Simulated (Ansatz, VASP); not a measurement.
**C: VASP beside Ansatz**

POSCAR

```
C
1.0
    2.5031953697      0.0000000000      0.0000000000
   -1.2515976849      2.1678307808      0.0000000000
    0.0000000000      0.0000000000      4.1688692845
C
4
Direct
    0.3333333333      0.6666666667      0.0002313171
    0.6666666667      0.3333333333      0.5002313171
    0.3333333333      0.6666666667      0.3747686829
    0.6666666667      0.3333333333      0.8747686829
```

Contents of INCAR.step1:

```
  ALGO = Normal
  EDIFF = 1E-4
  ENCUT = 520
  GGA = PE
  ISMEAR = 0
  LASPH = T
  LCHARG = F
  LREAL = F
  LWAVE = T
  NBANDS = 16
  NELM = 60
  PREC = Accurate
  SIGMA = 0.01
```

INCAR.step2

```
  ALGO = Normal
  EDIFF = 1E-6
  ENCUT = 520
  ISIF = 2
  ISMEAR = 0
  ISTART = 1
  LASPH = T
  LCHARG = F
  LMIXTAU = T
  LREAL = F
  LWAVE = F
  METAGGA = R2SCAN
  NBANDS = 16
  NELM = 60
  PREC = Accurate
  SIGMA = 0.01
```

KPOINTS

```
k-points
0
Gamma
  9 9 6
```

Input for Ansatz:

```yaml
crystal:
  lattice:
    - [2.5031953697, 0.0, 0.0]
    - [-1.2515976849, 2.1678307808, 0.0]
    - [0.0, 0.0, 4.1688692845]
  atoms:
    - { symbol: C, position: [0.3333333333, 0.6666666667, 0.0002313171] }
    - { symbol: C, position: [0.6666666667, 0.3333333333, 0.5002313171] }
    - { symbol: C, position: [0.3333333333, 0.6666666667, 0.3747686829] }
    - { symbol: C, position: [0.6666666667, 0.3333333333, 0.8747686829] }
kpoints:
  mp_grid: { grid: [9, 9, 6] }
hamiltonian:
  xc: r2scan
scf:
  occupations: { method: fixed }
output:
  optics:
    e_range: [0, 17]
    de: 0.05
    sigma: 0.1
    bands: { spectra_wanted_up_to: 17 }
  write_density: true
  write_potential: true
  elf: true
  volumetric_format: npy
```

Alike in both runs: task single point; functional r2SCAN; k mesh 9 × 9 × 6; no spin polarisation.

|  | VASP | Ansatz |
| --- | --- | --- |
| version | VASP 6.6.1 | Ansatz 0.2.0 |
| potentials or method | VASP PAW PBE potentials, release 64 (C) | plane waves, PAW |
| plane-wave cutoff (eV) | 520 | 500 |
| occupations | gaussian, width 0.01 eV | fixed |
| valence electrons in the cell | 16 | 16 |

|  | VASP | Ansatz | Ansatz less VASP |
| --- | --- | --- | --- |
| gap on the k mesh at the Fermi level (eV) | 3.56 | 3.60 | +0.035 |

VASP's potentials were made for PBE, not for r2SCAN.
